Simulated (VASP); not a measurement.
Write the native input for VASP 6.6.1 that does the following.

```yaml
Task: single point
Functional: LDA
Potentials_or_basis: VASP PAW LDA potentials, release 64 (Fe, O)
Cutoff: 520 eV
k_mesh: 12 × 12 × 12
Occupations: fermi-dirac, width 0.05 eV
Spin: collinear spin, ferromagnetic start
Starting_moments: "[3.0, 0.0] μB"
Dipole_correction: no
Further_INCAR_settings: ALGO = Normal; EDIFF = 1e-07; NBANDS = 18
```

The structure of FeO lies in POSCAR:

```
FeO
1.0
   -1.6127136786      1.6127136786      2.0971899518
    1.6127136786     -1.6127136786      2.0971899518
    1.6127136786      1.6127136786     -2.0971899518
Fe O
1 1
Direct
    0.0000000000      0.0000000000      0.0000000000
    0.5000000000      0.5000000000      0.0000000000
```

These files were run (other wordings do the same):

INCAR

```
ALGO = Normal
EDIFF = 1E-7
ENCUT = 520
GGA = CA
ISIF = 2
ISMEAR = -1
ISPIN = 2
LASPH = T
LCHARG = T
LELF = T
LMAXMIX = 4
LORBIT = 11
LREAL = F
LVHAR = T
LWAVE = F
MAGMOM = 3 0
NBANDS = 18
NELM = 150
PREC = Accurate
SIGMA = 0.05
```

KPOINTS

```
k-points
0
Gamma
  12 12 12
```

Potentials or basis: VASP PAW LDA potentials, release 64 (Fe, O).

Launch:

```console
$ cat potpaw_LDA.64/Fe/POTCAR potpaw_LDA.64/O/POTCAR > POTCAR
$ mpirun -np 1 vasp_std > vasp.out
```

It gave:

```
Pressure                                              : -24.5 GPa
Band gap on the k mesh                                : zero (filled and empty bands overlap)
Net moment                                            : 4.00 μB per cell
Site moments                                          : Fe +3.57; O +0.31 μB
Valence electrons inside the program's atomic spheres : Fe 6.66; O 4.91
```

Caveat: a cell with one magnetic atom can't hold antiferromagnetic order, which such compounds often take; semilocal functionals often make such compounds metallic where correlation or magnetic order opens a gap, which also shifts bond lengths.

It took 63 s on 1 thread of AMD EPYC 9R45 96-Core Processor (Zen 5), on a shared host, peak memory 0.18 GiB.
